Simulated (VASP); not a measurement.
Crystal: Rh.

```
Rh
1.0
     0.00000    2.61000    2.61000
     2.61000    0.00000    2.61000
     2.61000    2.61000    0.00000
Rh
2
Direct
  0.00000 0.00000 0.00000
  0.25000 0.25000 0.25000
```

| Item | Value |
| --- | --- |
| Program | VASP 6.6.1 |
| Task | relaxation of cell and atoms |
| Functional | PBEsol |
| Dispersion | D3(BJ) |
| Potentials or basis | VASP PAW PBE potentials, release 64 (Rh_pv) |
| Cutoff | 600 eV |
| k mesh | 8 × 8 × 8 |
| Occupations | methfessel-paxton, width 0.1 eV |
| Spin | no spin polarisation |

At the start: pressure 20.6 GPa; volume 17.78 Å³/atom.

Q: How do energy, volume and symmetry change on relaxing?

A: Over 17 steps the energy falls by 108.6 meV/atom and the volume is 19.63 Å³/atom (+10.4 %); space group Fd-3m (No. 227, to 0.05 Å).

The path:
| step | energy change (eV) | largest force (eV/Å) | pressure (GPa) | volume (Å³) |
| --- | --- | --- | --- | --- |
| 1 | 0.0000 | 0.0000 | 20.62 | 35.56 |
| 2 | 0.5208 | 0.0000 | -20.14 | 48.68 |
| 3 | -0.2161 | 0.0000 | -1.15 | 39.57 |
| 4 | -0.2171 | 0.0000 | -0.18 | 39.33 |
| 5 | -0.2171 | 0.0000 | 0.14 | 39.25 |
| 6 | -0.2171 | 0.0000 | 0.12 | 39.25 |
| 7 | -0.2172 | 0.0000 | 0.11 | 39.25 |
| 8 | -0.2172 | 0.0000 | 0.11 | 39.25 |
| 9 | -0.2172 | 0.0000 | 0.11 | 39.25 |
| 10 | -0.2172 | 0.0000 | 0.11 | 39.25 |
| 11 | -0.2172 | 0.0000 | 0.11 | 39.25 |
| 12 | -0.2172 | 0.0000 | 0.11 | 39.25 |
| 13 | -0.2172 | 0.0000 | 0.11 | 39.25 |
| 14 | -0.2172 | 0.0000 | 0.11 | 39.26 |
| 15 | -0.2172 | 0.0000 | 0.10 | 39.26 |
| 16 | -0.2172 | 0.0000 | 0.08 | 39.26 |
| 17 | -0.2172 | 0.0000 | 0.05 | 39.27 |

Final structure:
```
Rh
1.0
     0.00000    2.69773    2.69773
     2.69773    0.00000    2.69773
     2.69773    2.69773    0.00000
Rh
2
Cartesian
  0.0000 0.0000 0.0000
  1.3489 1.3489 1.3489
```

Caveat: the PAW data sets were made with another functional, which shifts forces and pressure a little; pairwise dispersion overbinds metals, which lowers pressure and volume.
